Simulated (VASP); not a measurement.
# NaCl (Pm-3m) in VASP: further runs, part 2 of 2

VASP 6.6.1. Earlier steps stand in the parts before.

## Step 4: Single point, HSE06

POSCAR

```
NaCl
1.0
    3.4595458649      0.0000000000      0.0000000000
    0.0000000000      3.4595458649      0.0000000000
    0.0000000000      0.0000000000      3.4595458649
Na Cl
1 1
Direct
    0.0000000000      0.0000000000      0.0000000000
    0.5000000000      0.5000000000      0.5000000000
```

INCAR.step1

```
SYSTEM = NaCl
PREC     = Accurate       ! precision mode
ENCUT    = 520            ! plane-wave cutoff, eV
EDIFF    = 1E-5           ! SCF threshold, eV
ISMEAR   = 0              ! smearing method
SIGMA    = 0.01           ! smearing width, eV
LREAL    = .FALSE.        ! projectors in reciprocal space
LASPH    = .TRUE.         ! aspherical terms in the spheres
NELM     = 80             ! most SCF steps
ALGO     = Normal         ! electronic algorithm
ISIF     = 2              ! what is computed and relaxed
LWAVE    = .TRUE.         ! write WAVECAR
LCHARG   = .FALSE.        ! write CHGCAR
GGA      = PE             ! functional
NBANDS   = 14             ! bands
```

INCAR.step2

```
SYSTEM = NaCl
PREC     = Accurate       ! precision mode
ENCUT    = 520            ! plane-wave cutoff, eV
EDIFF    = 1E-6           ! SCF threshold, eV
ISMEAR   = 0              ! smearing method
SIGMA    = 0.01           ! smearing width, eV
LREAL    = .FALSE.        ! projectors in reciprocal space
LASPH    = .TRUE.         ! aspherical terms in the spheres
NELM     = 80             ! most SCF steps
ALGO     = Normal         ! electronic algorithm
ISIF     = 2              ! what is computed and relaxed
LWAVE    = .FALSE.        ! write WAVECAR
LCHARG   = .FALSE.        ! write CHGCAR
GGA      = PE             ! functional
LHFCALC  = .TRUE.         ! exact exchange
HFSCREEN = 0.2079         ! screening, 1/A
PRECFOCK = Normal       
ISTART   = 1            
NBANDS   = 14             ! bands
```

KPOINTS

```
Automatic mesh
0
G
  4 4 4
  0 0 0
```

Potentials or basis: VASP PAW PBE potentials, release 64 (Na_pv, Cl).

Run with:

```
> cat potpaw_PBE.64/Na_pv/POTCAR potpaw_PBE.64/Cl/POTCAR > POTCAR
> cp INCAR.step1 INCAR
> mpirun -np 1 vasp_std > vasp.out
> cp INCAR.step2 INCAR
> mpirun -np 1 vasp_std > vasp.out
```

OUTCAR:

```text
SYSTEM = NaCl
   PREC = Accurate
   ENCUT = 520
   EDIFF = 1E-6
   ISMEAR = 0
   LREAL = .FALSE.
   LASPH = .TRUE.
   NELM = 80
   ISIF = 2
   GGA = PE
   LHFCALC = .TRUE.
   HFSCREEN = 0.2079
   PRECFOCK = Normal
   ISTART = 1

 ion  position               nearest neighbor table
   1  0.000  0.000  0.000-
   2  0.500  0.500  0.500-

  LATTYP: Found a simple cubic cell.
 ALAT       =     3.4595458649

  Lattice vectors:

 A1 = (   3.4595458649,   0.0000000000,   0.0000000000)
 A2 = (   0.0000000000,   3.4595458649,   0.0000000000)
 A3 = (   0.0000000000,   0.0000000000,   3.4595458649)

Analysis of symmetry for initial positions (statically):
=====================================================================
 Subroutine PRICEL returns:
 Original cell was already a primitive cell.

 Routine SETGRP: Setting up the symmetry group for a
 simple cubic supercell.

 Subroutine GETGRP returns: Found 48 space group operations
 (whereof 48 operations were pure point group operations)
 out of a pool of 48 trial point group operations.

The static configuration has the point symmetry O_h .

Analysis of symmetry for dynamics (positions and initial velocities):
=====================================================================
 Subroutine PRICEL returns:
 Original cell was already a primitive cell.

 Routine SETGRP: Setting up the symmetry group for a
 simple cubic supercell.

 Subroutine GETGRP returns: Found 48 space group operations
 (whereof 48 operations were pure point group operations)
 out of a pool of 48 trial point group operations.

The dynamic configuration has the point symmetry O_h .

 Subroutine INISYM returns: Found 48 space group operations
 (whereof 48 operations are pure point group operations),
 and found     1 'primitive' translations

----------------------------------------------------------------------------------------

                                     Primitive cell

  volume of cell :      41.4054

  direct lattice vectors                    reciprocal lattice vectors
     3.459545865  0.000000000  0.000000000     0.289055280  0.000000000  0.000000000
     0.000000000  3.459545865  0.000000000     0.000000000  0.289055280  0.000000000
     0.000000000  0.000000000  3.459545865     0.000000000  0.000000000  0.289055280

  length of vectors
     3.459545865  3.459545865  3.459545865     0.289055280  0.289055280  0.289055280

  position of ions in fractional coordinates (direct lattice)
     0.000000000  0.000000000  0.000000000
     0.500000000  0.500000000  0.500000000

  ion indices of the primitive-cell ions
   primitive index   ion index
                 1           1
                 2           2

----------------------------------------------------------------------------------------

 KPOINTS: Automatic mesh

Automatic generation of k-mesh.
 Grid dimensions read from file:
 generate k-points for:    4    4    4

 Generating k-lattice:

  Cartesian coordinates                     Fractional coordinates (reciprocal lattice)
[... 33 lines left out ...]
   NGX,Y,Z   is equivalent  to a cutoff of  13.46, 13.46, 13.46 a.u.
   NGXF,Y,Z  is equivalent  to a cutoff of  26.91, 26.91, 26.91 a.u.
 SYSTEM =  NaCl
   PREC   = accura    normal or accurate (medium, high low for compatibility)
   ISTART =      1    job   : 0-new  1-cont  2-samecut
   ICHARG =      0    charge: 1-file 2-atom 10-const
   ISPIN  =      1    spin polarized calculation?
   LNONCOLLINEAR =      F non collinear calculations
   LSORBIT =      F    spin-orbit coupling
   LASPH  =      T    aspherical Exc in radial PAW
   ENCUT  =  520.0 eV  38.22 Ry    6.18 a.u.   6.43  6.43  6.43*2*pi/ulx,y,z
   NELM   =     80;   NELMIN=  2; NELMDL=  0     # of ELM steps
   EDIFF  = 0.1E-05   stopping-criterion for ELM
   LREAL  =      F    real-space projection
   EDIFFG = 0.1E-04   stopping-criterion for IOM
   NSW    =      0    number of steps for IOM
   IBRION =     -1    ionic relax: 0-MD 1-quasi-New 2-CG
   NFREE  =      0    steps in history (QN), initial steepest desc. (CG)
   ISIF   =      2    stress and relaxation
   ISYM   =      3    0-nonsym 1-usesym 2-fastsym
   POTIM  = 0.5000    time-step for ionic-motion
   TEBEG  =    0.0;   TEEND  =   0.0 temperature during run
   PSTRESS=    0.0 pullay stress
   NELECT =      14.0000    total number of electrons
   NUPDOWN=      -1.0000    fix difference up-down
   EMIN   =  10.00;   EMAX   =-10.00  energy-range for DOS
   EFERMI =   0.00;   METHOD = LEGACY
   ISMEAR =     0;   SIGMA  =   0.01  broadening in eV -4-tet -1-fermi 0-gaus
   EFERMI_NEDOS =   21; number of points for ismear=-14 and -15
   IALGO  =     38    algorithm
   IMIX   =      1    mixing-type and parameters
     AMIX     =   0.40;   BMIX     =  1.00
     AMIX_MAG =   1.60;   BMIX_MAG =  1.00
  volume/ion in A,a.u.               =      20.70       139.71
  Fermi-wavevector in a.u.,A,eV,Ry     =   1.140508  2.155248 17.697900  1.300759
  Thomas-Fermi vector in A             =   2.277210
   LORBIT       =      0    0 simple, 1 ext, 2 COOP (PROOUT), +10 PAW based schemes
   GGA     = PE    functional components
   LHFCALC =     T    Hartree Fock is set to
   PRECFOCK=normal    Normal, Fast or Accurate (Low or Medium for compatibility)
   ENCUT4O =  -1.0   cutoff for four orbital integrals eV
   NKREDX  =     1    reduce k-point grid by
   NKREDY  =     1    reduce k-point grid by
   NKREDZ  =     1    reduce k-point grid by
   AEXX    =    0.2500 exact exchange contribution
   HFSCREEN=    0.2079 screening length (either q_TF or 0.3 A-1)
   HFSCREENC=   0.2079 screening length for correlation (either q_TF or 0.3 A-1)
   ENCUTFOCK=  -1.0 apply spherical cutoff to Coloumb kernel
   IVDW    =     0    specifies the selected vdW correction
   LEPSILON=     F    determine dielectric tensor
   LRPA    =     F    only Hartree local field effects (RPA)
 non-spin polarized calculation
 Gauss-broadening in eV      SIGMA  =   0.01
  energy-cutoff  :      520.00
  volume of cell :       41.41
 maximum number of plane-waves:      1141
 NGX is ok and might be reduce to    28
  NGX = 20; NGY = 20; NGZ = 20

 number of electron      13.9999999 magnetization

 Free energy of the ion-electron system (eV)
  ---------------------------------------------------
  ext. energy  EPLUGINS =         0.00000000
  ---------------------------------------------------
  free energy    TOTEN  =        -7.54816048 eV

  energy without entropy =       -7.54816048  energy(sigma->0) =       -7.54816048

 E-fermi :  -0.1698     XC(G=0):  -7.1317

 val. band max:       -0.2363117295   @ k =   0.5000   0.5000   0.0000
 cond. band min:       5.1857570439   @ k =   0.0000   0.0000   0.0000
 fundamental gap:      5.4220687734
 Fermi energy:        -0.1697520005

 k-point     1 :       0.0000    0.0000    0.0000
  band No.  band energies     occupation
      1     -24.4344      2.00000
      2     -24.4344      2.00000
      3     -24.4344      2.00000
      4     -15.0036      2.00000
      5      -0.8014      2.00000
      6      -0.8014      2.00000
      7      -0.8014      2.00000
      8       5.1858      0.00000
      9       9.6499      0.00000
     10       9.6499      0.00000
     11      17.5288      0.00000
     12      17.5885      0.00000
     13      17.5930      0.00000
     14      17.5967      0.00000
[... 139 lines left out ...]
      1     -24.4616      2.00000
      2     -24.4616      2.00000
      3     -24.4616      2.00000
      4     -13.9374      2.00000
      5      -2.3536      2.00000
      6      -2.3536      2.00000
      7      -2.3536      2.00000
      8       8.2008      0.00000
      9       8.2008      0.00000
     10       8.2008      0.00000
     11      13.3326      0.00000
     12      17.7978      0.00000
     13      17.7978      0.00000
     14      17.7978      0.00000

------------------------ aborting loop because EDIFF is reached ----------------------------------------

  FORCE on cell =-STRESS in cart. coord.  units (eV):
  Direction    XX          YY          ZZ          XY          YZ          ZX
  --------------------------------------------------------------------------------------
  -------------------------------------------------------------------------------------
  Total        0.1705341      0.1705341      0.1705341      0.0000000      0.0000000     -0.0000000
  in kB        6.5987947      6.5987947      6.5987947      0.0000000      0.0000000     -0.0000000
  external PRESSURE =       6.5987947 kB  Pullay stress =       0.0000000 kB

 VOLUME and BASIS-vectors are now :
 -----------------------------------------------------------------------------
  energy-cutoff  :      520.00
  volume of cell :       41.41
      direct lattice vectors                 reciprocal lattice vectors
     3.459545865  0.000000000  0.000000000     0.289055280  0.000000000  0.000000000
     0.000000000  3.459545865  0.000000000     0.000000000  0.289055280  0.000000000
     0.000000000  0.000000000  3.459545865     0.000000000  0.000000000  0.289055280

 POSITION                                       TOTAL-FORCE (eV/Angst)
 -----------------------------------------------------------------------------------
      0.00000      0.00000      0.00000         0.000000      0.000000      0.000000
      1.72977      1.72977      1.72977         0.000000      0.000000      0.000000
 -----------------------------------------------------------------------------------
    total drift:                                0.000022      0.000015      0.000020

  FREE ENERGIE OF THE ION-ELECTRON SYSTEM (eV)
  ---------------------------------------------------
  free  energy   TOTEN  =        -7.5481604776 eV

  energy  without entropy=       -7.5481604776  energy(sigma->0) =       -7.54816048
```

Wall time 2.5 min (1 thread of Intel Xeon Platinum 8259CL at 2.50GHz (Skylake/Cascade Lake), shared host); peak memory 0.25 GiB.

Results:

```
Free energy            : -7.5482 eV
Pressure               : 0.7 GPa
Band gap on the k mesh : 5.42 eV, indirect (least direct gap 5.99 eV)
```

Caveat: the k points lie up to 0.45 Å⁻¹ apart; the PAW data sets were made with another functional, which shifts forces and pressure a little. A k mesh can miss the band edges.

## Step 5: Summary

| level | k mesh | smearing | grid for exact exchange (PRECFOCK) | screening parameter | gap on the mesh (eV) | pressure (GPa) |
| --- | --- | --- | --- | --- | --- | --- |
| r2SCAN | 6 × 6 × 6 | methfessel-paxton 0.05 eV | - | - | 4.95 | -0.3 |
| r2SCAN | 6 × 6 × 6 | gaussian 0.2 eV | - | - | 4.95 | -0.3 |
| HSE06 | 4 × 4 × 4 | gaussian 0.01 eV | Normal | 0.2079 1/Å | 5.42 | 0.7 |

Alike in all rows: task single point; potentials or basis VASP PAW PBE potentials, release 64 (Na_pv, Cl); no spin polarisation; cell as given; cutoff (eV) 520.

Caveats: some runs use coarse meshes; the PAW data sets were made with another functional, which shifts forces and pressure a little.

Total energies depend on the potentials used, so only differences within one code and one set of settings carry meaning.
